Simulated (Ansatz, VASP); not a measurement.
Sb in VASP and in Ansatz

```
CELL_PARAMETERS angstrom
0.00000 2.32805 2.30500
2.32805 0.00000 2.30500
2.32805 2.32805 0.00000
ATOMIC_POSITIONS crystal
Sb 0.00000 0.00000 0.00000
```

Change from the starting cell: equal xx and yy strain of +1 %, crystal datasets.

Alike in both runs: task electric field gradients; functional PBEsol; k mesh 14 × 14 × 14; occupations fermi-dirac, width 0.03 eV; no spin polarisation.

```csv
,VASP,Ansatz
version,VASP 6.6.1,Ansatz 0.2.0
potentials or method,"VASP PAW PBE potentials, release 64 (Sb), cutoff 520 eV","all-electron PAW with datasets made for the crystal, scalar-relativistic"
```

```tsv
	VASP	Ansatz	Ansatz less VASP
pressure (GPa)	3.4	3.4	-0.01
traceless stress, the component that is largest in VASP (GPa)	-0.83	-0.84	-0.007
size of Vzz on the site where it differs most (V/Å²)	3.9	3.9	-0.06
```

VASP's potentials were made for PBE, not for PBEsol. Ansatz ran all-electron here, and VASP with PAW potentials.

Neither program's run includes spin-orbit coupling.
